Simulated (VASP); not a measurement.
# AlSn (P-6m2) in VASP: further runs

AlSn is run at these levels: HSE06, r2SCAN0, r2SCAN50, B3LYP; tasks: single point.

All numbers are computed with VASP 6.6.1; they aren't measurements. Logs are shortened: lines on timing, memory, paths and dates and some standing lists are left out, and cuts for length are marked.

**1. The cell of the first run**

Symmetry: P-6m2, No. 187, hexagonal system. Conventional cell: a = 4.226 Å, b = 4.226 Å, c = 3.329 Å, α = 90.00°, β = 90.00°, γ = 120.00°. Sn (site symmetry -6m2) has 6 Al at 2.95 Å and 2 Sn at 3.33 Å within 3.9 Å. Al (site symmetry -6m2) has 6 Sn at 2.95 Å and 2 Al at 3.33 Å within 3.9 Å.

**2. Single point, HSE06**

POSCAR

```
AlSn
1.0
    4.2259084499      0.0000000000      0.0000000000
   -2.1129542249      3.6597440716      0.0000000000
    0.0000000000      0.0000000000      3.3287472872
Sn Al
1 1
Direct
    0.3333333333      0.6666666667      0.5000000000
    0.0000000000      0.0000000000      0.0000000000
```

INCAR.step1

```
PREC = Accurate
ENCUT = 520
EDIFF = 1E-5
ISMEAR = -1
SIGMA = 0.05
LREAL = F
LASPH = T
NELM = 100
ALGO = Normal
ISIF = 2
LWAVE = T
LCHARG = F
GGA = PE
NBANDS = 16
```

INCAR.step2

```
PREC = Accurate
ENCUT = 520
EDIFF = 1E-6
ISMEAR = -1
SIGMA = 0.05
LREAL = F
LASPH = T
NELM = 100
ALGO = Normal
ISIF = 2
LWAVE = F
LCHARG = F
GGA = PE
LHFCALC = T
HFSCREEN = 0.2079
PRECFOCK = Normal
ISTART = 1
NBANDS = 16
```

KPOINTS

```
Automatic mesh
0
Gamma
  4 4 6
```

Potentials or basis: VASP PAW PBE potentials, release 64 (Sn_d, Al).

The run is started by

```console
> cat potpaw_PBE.64/Sn_d/POTCAR potpaw_PBE.64/Al/POTCAR > POTCAR
> cp INCAR.step1 INCAR
> mpirun -np 1 vasp_std > vasp.out
> cp INCAR.step2 INCAR
> mpirun -np 1 vasp_std > vasp.out
```

OUTCAR:

```text
PREC = Accurate
   ENCUT = 520
   EDIFF = 1E-6
   ISMEAR = -1
   LREAL = F
   LASPH = T
   NELM = 100
   ISIF = 2
   GGA = PE
   LHFCALC = T
   HFSCREEN = 0.2079
   PRECFOCK = Normal
   ISTART = 1

 ion  position               nearest neighbor table
   1  0.333  0.667  0.500-   2 2.95   2 2.95   2 2.95   2 2.95   2 2.95   2 2.95
   2  0.000  0.000  0.000-   1 2.95   1 2.95   1 2.95   1 2.95   1 2.95   1 2.95

  LATTYP: Found a hexagonal cell.
 ALAT       =     4.2259084499
 C/A-ratio  =     0.7876998110

  Lattice vectors:

 A1 = (   4.2259084499,   0.0000000000,   0.0000000000)
 A2 = (  -2.1129542249,   3.6597440716,   0.0000000000)
 A3 = (   0.0000000000,   0.0000000000,   3.3287472872)

Analysis of symmetry for initial positions (statically):
=====================================================================
 Subroutine PRICEL returns:
 Original cell was already a primitive cell.

 Routine SETGRP: Setting up the symmetry group for a
 hexagonal supercell.

 Subroutine GETGRP returns: Found 12 space group operations
 (whereof 12 operations were pure point group operations)
 out of a pool of 24 trial point group operations.

The static configuration has the point symmetry D_3h.

Analysis of symmetry for dynamics (positions and initial velocities):
=====================================================================
 Subroutine PRICEL returns:
 Original cell was already a primitive cell.

 Routine SETGRP: Setting up the symmetry group for a
 hexagonal supercell.

 Subroutine GETGRP returns: Found 12 space group operations
 (whereof 12 operations were pure point group operations)
 out of a pool of 24 trial point group operations.

The dynamic configuration has the point symmetry D_3h.

 Subroutine INISYM returns: Found 12 space group operations
 (whereof 12 operations are pure point group operations),
 and found     1 'primitive' translations

----------------------------------------------------------------------------------------

                                     Primitive cell

  volume of cell :      51.4816
[... 79 lines left out ...]
   NELM   =    100;   NELMIN=  2; NELMDL=  0     # of ELM steps
   EDIFF  = 0.1E-05   stopping-criterion for ELM
   LREAL  =      F    real-space projection
   EDIFFG = 0.1E-04   stopping-criterion for IOM
   NSW    =      0    number of steps for IOM
   IBRION =     -1    ionic relax: 0-MD 1-quasi-New 2-CG
   NFREE  =      0    steps in history (QN), initial steepest desc. (CG)
   ISIF   =      2    stress and relaxation
   ISYM   =      3    0-nonsym 1-usesym 2-fastsym
   POTIM  = 0.5000    time-step for ionic-motion
   TEBEG  =    0.0;   TEEND  =   0.0 temperature during run
   PSTRESS=    0.0 pullay stress
   NELECT =      17.0000    total number of electrons
   NUPDOWN=      -1.0000    fix difference up-down
   EMIN   =  10.00;   EMAX   =-10.00  energy-range for DOS
   EFERMI =   0.00;   METHOD = LEGACY
   ISMEAR =    -1;   SIGMA  =   0.05  broadening in eV -4-tet -1-fermi 0-gaus
   EFERMI_NEDOS =   21; number of points for ismear=-14 and -15
   IALGO  =     38    algorithm
   IMIX   =      1    mixing-type and parameters
     AMIX     =   0.40;   BMIX     =  1.00
     AMIX_MAG =   1.60;   BMIX_MAG =  1.00
  volume/ion in A,a.u.               =      25.74       173.71
  Fermi-wavevector in a.u.,A,eV,Ry     =   1.131550  2.138320 17.420988  1.280406
  Thomas-Fermi vector in A             =   2.268250
   LORBIT       =      0    0 simple, 1 ext, 2 COOP (PROOUT), +10 PAW based schemes
   GGA     = PE    functional components
   LHFCALC =     T    Hartree Fock is set to
   PRECFOCK=normal    Normal, Fast or Accurate (Low or Medium for compatibility)
   ENCUT4O =  -1.0   cutoff for four orbital integrals eV
   NKREDX  =     1    reduce k-point grid by
   NKREDY  =     1    reduce k-point grid by
   NKREDZ  =     1    reduce k-point grid by
   AEXX    =    0.2500 exact exchange contribution
   HFSCREEN=    0.2079 screening length (either q_TF or 0.3 A-1)
   HFSCREENC=   0.2079 screening length for correlation (either q_TF or 0.3 A-1)
   ENCUTFOCK=  -1.0 apply spherical cutoff to Coloumb kernel
   IVDW    =     0    specifies the selected vdW correction
   LEPSILON=     F    determine dielectric tensor
   LRPA    =     F    only Hartree local field effects (RPA)
 non-spin polarized calculation
  energy-cutoff  :      520.00
  volume of cell :       51.48
 maximum number of plane-waves:      1416
 NGX is ok and might be reduce to    32
  NGX = 24; NGY = 24; NGZ = 20

 number of electron      17.0000001 magnetization

 Free energy of the ion-electron system (eV)
  ---------------------------------------------------
  ext. energy  EPLUGINS =         0.00000000
  ---------------------------------------------------
  free energy    TOTEN  =        -7.97371321 eV

  energy without entropy =       -7.95751797  energy(sigma->0) =       -7.96561559

 E-fermi :   6.3322     XC(G=0):  -7.8957

 val. band max:        6.3198179507   @ k =   0.2500  -0.0000   0.1667
 cond. band min:       6.5318877098   @ k =   0.2500  -0.0000   0.3333
 fundamental gap:      0.2120697591
 Fermi energy:         6.3321987099

 k-point     1 :       0.0000    0.0000    0.0000
  band No.  band energies     occupation
      1     -17.5092      2.00000
      2     -17.3763      2.00000
      3     -17.3763      2.00000
      4     -17.3688      2.00000
      5     -17.3688      2.00000
      6      -5.5078      2.00000
[... 281 lines left out ...]
      3     -17.3571      2.00000
      4     -17.3476      2.00000
      5     -17.3264      2.00000
      6      -0.2697      2.00000
[... 8 lines left out ...]
     15      15.3417      0.00000
     16      19.9190      0.00000

------------------------ aborting loop because EDIFF is reached ----------------------------------------

  FORCE on cell =-STRESS in cart. coord.  units (eV):
  Direction    XX          YY          ZZ          XY          YZ          ZX
  --------------------------------------------------------------------------------------
  -------------------------------------------------------------------------------------
  Total       -0.5954620     -0.5954620     -0.8273208     -0.0000000      0.0000000     -0.0000000
  in kB      -18.5316024    -18.5316024    -25.7473726     -0.0000000      0.0000000     -0.0000000
  external PRESSURE =     -20.9368591 kB  Pullay stress =       0.0000000 kB

 VOLUME and BASIS-vectors are now :
 -----------------------------------------------------------------------------
  energy-cutoff  :      520.00
  volume of cell :       51.48
      direct lattice vectors                 reciprocal lattice vectors
     4.225908450  0.000000000  0.000000000     0.236635510  0.136621575  0.000000000
    -2.112954225  3.659744072  0.000000000     0.000000000  0.273243150  0.000000000
     0.000000000  0.000000000  3.328747287     0.000000000  0.000000000  0.300413313

 POSITION                                       TOTAL-FORCE (eV/Angst)
 -----------------------------------------------------------------------------------
     -0.00000      2.43983      1.66437         0.000000     -0.000000      0.000000
      0.00000      0.00000      0.00000        -0.000000      0.000000      0.000000
 -----------------------------------------------------------------------------------
    total drift:                                0.000007     -0.000011      0.000001

  FREE ENERGIE OF THE ION-ELECTRON SYSTEM (eV)
  ---------------------------------------------------
  free  energy   TOTEN  =        -7.9737132125 eV

  energy  without entropy=       -7.9575179716  energy(sigma->0) =       -7.96561559
```

OUTCAR.step1:

```text
PREC = Accurate
   ENCUT = 520
   EDIFF = 1E-5
   ISMEAR = -1
   LREAL = F
[... 516 lines left out ...]
     -0.00000      2.43983      1.66437         0.000000      0.000000      0.000000
      0.00000      0.00000      0.00000        -0.000000      0.000000      0.000000
 -----------------------------------------------------------------------------------
    total drift:                                0.000000     -0.000000     -0.000000

  FREE ENERGIE OF THE ION-ELECTRON SYSTEM (eV)
  ---------------------------------------------------
  free  energy   TOTEN  =        -7.0245890916 eV

  energy  without entropy=       -7.0094884341  energy(sigma->0) =       -7.01703876
```

OSZICAR.step1:

```text
N       E                     dE             d eps       ncg     rms          rms(c)
DAV:   1     0.981342147514E+02    0.98134E+02   -0.78213E+03   512   0.126E+03
DAV:   2     0.636736905601E+00   -0.97497E+02   -0.93365E+02   592   0.325E+02
DAV:   3    -0.685616798450E+01   -0.74929E+01   -0.74554E+01   640   0.743E+01
DAV:   4    -0.704706474145E+01   -0.19090E+00   -0.19085E+00   656   0.128E+01
DAV:   5    -0.705590240510E+01   -0.88377E-02   -0.88375E-02   752   0.258E+00    0.215E+00
DAV:   6    -0.703410699477E+01    0.21795E-01   -0.16765E-02   704   0.179E+00    0.124E+00
DAV:   7    -0.702441397677E+01    0.96930E-02   -0.19342E-02   720   0.172E+00    0.146E-01
DAV:   8    -0.702453908949E+01   -0.12511E-03   -0.20042E-03   696   0.544E-01    0.424E-02
DAV:   9    -0.702458697189E+01   -0.47882E-04   -0.10430E-04   640   0.847E-02    0.113E-02
DAV:  10    -0.702458909157E+01   -0.21197E-05   -0.62308E-06   528   0.197E-02
   1 F= -.70245891E+01 E0= -.70170388E+01  d E =-.151007E-01
```

It took 12 min on 1 thread of Intel Xeon Platinum 8375C at 2.90GHz (Ice Lake), shared host; peak memory 0.28 GiB.

Results:

```
Free energy            : -7.9737 eV
Pressure               : -2.1 GPa
Band gap on the k mesh : zero (an odd number of electrons rules out a gap without spin polarisation)
```

Stress tensor (GPa, compression positive):
```
-1.85  0.00  0.00
 0.00 -1.85  0.00
 0.00  0.00 -2.57
```

Caveat: the k points lie up to 0.43 Å⁻¹ apart, too coarse for converged energies and pressures of a metal; the PAW data sets were made with another functional, which shifts forces and pressure a little; spin-orbit coupling is left out, which moves the levels of the heavy elements.

**3. Single point, HSE06**

This run uses another cell than the first one, of 26.25 Å³/atom.

POSCAR

```
AlSn
1.0
    4.2533501828      0.0000000000      0.0000000000
   -2.1266750913      3.6835093094      0.0000000000
    0.0000000000      0.0000000000      3.3503631350
Sn Al
1 1
Direct
    0.3333333333      0.6666666667      0.5000000000
    0.0000000000      0.0000000000      0.0000000000
```

INCAR.step1

```
PREC = Accurate
ENCUT = 520
EDIFF = 1E-5
ISMEAR = -1
SIGMA = 0.05
LREAL = F
LASPH = T
NELM = 80
ALGO = Normal
ISIF = 2
LWAVE = T
LCHARG = F
NBANDS = 16
GGA = PE
```

INCAR.step2: that of step 2 with these lines changed.

```diff
@@ -7,3 +7,3 @@
 LASPH = T
-NELM = 100
+NELM = 80
 ALGO = Normal
@@ -16,3 +16,3 @@
 PRECFOCK = Normal
+NBANDS = 16
 ISTART = 1
-NBANDS = 16
```

KPOINTS

```
regular mesh
0
Gamma
  4 4 6
```

Potentials or basis: VASP PAW PBE potentials, release 64 (Sn_d, Al).

The run is started by

```console
> cat potpaw_PBE.64/Sn_d/POTCAR potpaw_PBE.64/Al/POTCAR > POTCAR
> cp INCAR.step1 INCAR
> mpirun -np 1 vasp_std > vasp.out
> cp INCAR.step2 INCAR
> mpirun -np 1 vasp_std > vasp.out
```

Wall time 11 min (1 thread of Intel Xeon Platinum 8375C at 2.90GHz (Ice Lake), shared host); peak memory 0.29 GiB.

Results (log left out):

```yaml
Free_energy: -7.9583 eV
Pressure: -2.9 GPa
Band_gap_on_the_k_mesh: zero (an odd number of electrons rules out a gap without spin polarisation)
```

Stress tensor (GPa, compression positive):
```
-2.74  0.00  0.00
 0.00 -2.74  0.00
 0.00  0.00 -3.23
```

Levels at points of the mesh, in eV from the Fermi level:
```
           k point  band 4  band 5  band 6  band 7  band 8  band 9  band 10  band 11  band 12  band 13
(0.00, 0.00, 0.00)  -23.68  -23.68  -11.69   -0.51   -0.51    0.62     2.72     3.36     3.36     5.48
(0.50, 0.00, 0.00)  -23.69  -23.67   -9.68   -7.20   -2.24    0.66     4.69     6.84     7.53     8.27
(0.00, 0.00, 0.50)  -23.67  -23.65   -8.35   -7.08    2.80    2.80     3.77     3.77     3.98     4.30
(0.50, 0.00, 0.50)  -23.66  -23.64   -6.48   -4.84   -3.61   -2.80     1.17     2.46     3.98     4.18
```

Caveat: the k points lie up to 0.43 Å⁻¹ apart, too coarse for converged energies and pressures of a metal; the PAW data sets were made with another functional, which shifts forces and pressure a little; spin-orbit coupling is left out, which moves the levels of the heavy elements.

**4. Single point, r2SCAN0**

This run uses another cell than the first one, of 25.24 Å³/atom.

POSCAR

```
AlSn
1.0
    4.1981056157      0.0000000000      0.0000000000
   -2.0990528078      3.6356661109      0.0000000000
    0.0000000000      0.0000000000      3.3068470000
Sn Al
1 1
Direct
    0.3333333333      0.6666666667      0.5000000000
    0.0000000000      0.0000000000      0.0000000000
```

INCAR.step1

```
SYSTEM = AlSn
PREC = Accurate
ENCUT = 520
EDIFF = 1E-5
ISMEAR = -1
SIGMA = 0.05
LREAL = .False.
LASPH = .True.
NELM = 80
ALGO = Normal
ISIF = 2
LWAVE = .True.
NBANDS = 16
GGA = PE
```

INCAR.step2

```
SYSTEM = AlSn
PREC = Accurate
ENCUT = 520
EDIFF = 1E-7
ISMEAR = -1
SIGMA = 0.05
LREAL = .False.
LASPH = .True.
NELM = 80
ALGO = Normal
ISIF = 2
LWAVE = .False.
LCHARG = .True.
METAGGA = R2SCAN
LHFCALC = .True.
AEXX = 0.25
LMIXTAU = .True.
PRECFOCK = Normal
LELF = .True.
LVHAR = .True.
NBANDS = 16
ISTART = 1
```

KPOINTS

```
regular mesh
0
Gamma
  4 4 4
  0 0 0
```

Potentials or basis: VASP PAW PBE potentials, release 64 (Sn_d, Al).

The run is started by

```console
> cat potpaw_PBE.64/Sn_d/POTCAR potpaw_PBE.64/Al/POTCAR > POTCAR
> cp INCAR.step1 INCAR
> mpirun -np 1 vasp_std > vasp.out
> cp INCAR.step2 INCAR
> mpirun -np 1 vasp_std > vasp.out
```

OUTCAR:

```text
SYSTEM = AlSn
   PREC = Accurate
   ENCUT = 520
   EDIFF = 1E-7
   ISMEAR = -1
   LREAL = .False.
   LASPH = .True.
   NELM = 80
   ISIF = 2
   METAGGA = R2SCAN
   LHFCALC = .True.
   AEXX = 0.25
   PRECFOCK = Normal
   ISTART = 1

 ion  position               nearest neighbor table
   1  0.333  0.667  0.500-   2 2.93   2 2.93   2 2.93   2 2.93   2 2.93   2 2.93
   2  0.000  0.000  0.000-   1 2.93   1 2.93   1 2.93   1 2.93   1 2.93   1 2.93

  LATTYP: Found a hexagonal cell.
 ALAT       =     4.1981056157
 C/A-ratio  =     0.7876998110

  Lattice vectors:

 A1 = (   4.1981056157,   0.0000000000,   0.0000000000)
 A2 = (  -2.0990528078,   3.6356661109,   0.0000000000)
 A3 = (   0.0000000000,   0.0000000000,   3.3068470000)

Analysis of symmetry for initial positions (statically):
=====================================================================
 Subroutine PRICEL returns:
 Original cell was already a primitive cell.

 Routine SETGRP: Setting up the symmetry group for a
 hexagonal supercell.
[... 158 lines left out ...]
  free energy    TOTEN  =       -26.73036704 eV

  energy without entropy =      -26.72157743  energy(sigma->0) =      -26.72597224

 E-fermi :   5.7855     XC(G=0):  -7.9950

 val. band max:        5.7037507682   @ k =   0.2500   0.0000   0.2500
 cond. band min:       6.3454266429   @ k =   0.0000   0.0000   0.0000
 fundamental gap:      0.6416758747
 Fermi energy:         5.7855330155

 k-point     1 :       0.0000    0.0000    0.0000
  band No.  band energies     occupation
      1     -18.0369      2.00000
      2     -17.9511      2.00000
      3     -17.9511      2.00000
      4     -17.9052      2.00000
      5     -17.9052      2.00000
      6      -6.2512      2.00000
[... 205 lines left out ...]
      3     -17.9371      2.00000
      4     -17.9249      2.00000
      5     -17.8333      2.00000
      6      -0.6990      2.00000
[... 8 lines left out ...]
     15      16.3830      0.00000
     16      21.2222      0.00000

------------------------ aborting loop because EDIFF is reached ----------------------------------------

  FORCE on cell =-STRESS in cart. coord.  units (eV):
  Direction    XX          YY          ZZ          XY          YZ          ZX
  --------------------------------------------------------------------------------------
  -------------------------------------------------------------------------------------
  Total       -1.4166099     -1.4166099      2.5042450     -0.0000000     -0.0000000      0.0000000
  in kB      -44.9686021    -44.9686021     79.4942913     -0.0000000     -0.0000000      0.0000000
  external PRESSURE =      -3.4809710 kB  Pullay stress =       0.0000000 kB

 VOLUME and BASIS-vectors are now :
 -----------------------------------------------------------------------------
  energy-cutoff  :      520.00
  volume of cell :       50.47
      direct lattice vectors                 reciprocal lattice vectors
     4.198105616  0.000000000  0.000000000     0.238202678  0.137526380  0.000000000
    -2.099052808  3.635666111  0.000000000     0.000000000  0.275052760  0.000000000
     0.000000000  0.000000000  3.306847000     0.000000000  0.000000000  0.302402863

 POSITION                                       TOTAL-FORCE (eV/Angst)
 -----------------------------------------------------------------------------------
     -0.00000      2.42378      1.65342         0.000000      0.000000      0.000000
      0.00000      0.00000      0.00000        -0.000000     -0.000000      0.000000
 -----------------------------------------------------------------------------------
    total drift:                                0.000002     -0.000001      0.000000

  FREE ENERGIE OF THE ION-ELECTRON SYSTEM (eV)
  ---------------------------------------------------
  free  energy   TOTEN  =       -26.7303670430 eV

  energy  without entropy=      -26.7215774337  energy(sigma->0) =      -26.72597224
```

Wall time 17 min (1 thread of AMD EPYC 7R43 (Zen 3), shared host); peak memory 0.14 GiB.

What came out:

- Free energy: -26.7304 eV
- Pressure: -0.3 GPa
- Band gap on the k mesh: zero (an odd number of electrons rules out a gap without spin polarisation)

Caveat: the k points lie up to 0.48 Å⁻¹ apart, too coarse for converged energies and pressures of a metal; the PAW data sets were made with another functional, which shifts forces and pressure a little; spin-orbit coupling is left out, which moves the levels of the heavy elements.

(Part 1 of 2 ends here.)

The gap in the log of VASP goes by the Fermi energy; the results here count the filled bands.